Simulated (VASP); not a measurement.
A run of VASP 6.6.1:

File INCAR:

```
SYSTEM = SiW2
  PREC = Accurate
  ENCUT = 520
  EDIFF = 1E-7
  ISMEAR = 0
  SIGMA = 0.1
  LREAL = .FALSE.
  LASPH = .TRUE.
  NELM = 60
  ALGO = Fast
  ISIF = 2
  LWAVE = .FALSE.
  LCHARG = .FALSE.
  GGA = PE
  NBANDS = 41
```

Contents of KPOINTS:

```
Automatic mesh
0
G
  10 10 4
  0 0 0
```

Contents of POSCAR:

```
SiW2
1.0
    3.2009062736      0.0000000000      0.0000000000
    0.0000000000      3.2009062736      0.0000000000
    0.0000000000      0.0000000000      8.7336668863
Si W
2 4
Direct
    0.0000000000      0.5000000000      0.9194559970
    0.5000000000      0.0000000000      0.0805440030
    0.0000000000      0.5000000000      0.5884620207
    0.5000000000      0.0000000000      0.4115379793
    0.5000000000      0.0000000000      0.7739877577
    0.0000000000      0.5000000000      0.2260122423
```

Potentials or basis: VASP PAW PBE potentials, release 64 (Si, W_sv).

Run with:

```bash
$ cat potpaw_PBE.64/Si/POTCAR potpaw_PBE.64/W_sv/POTCAR > POTCAR
$ mpirun -np 1 vasp_std > vasp.out
```

Hardware: 1 thread of Intel(R) Xeon(R) Platinum 8375C CPU @ 2.90GHz (Ice Lake) (shared host).

Q: How long does it take, and how much memory?

A: Wall time 2.9 min on 1 thread of Intel(R) Xeon(R) Platinum 8375C CPU @ 2.90GHz (Ice Lake) (shared host), peak memory 0.31 GiB. Counts: scf iterations 18, k points 63.
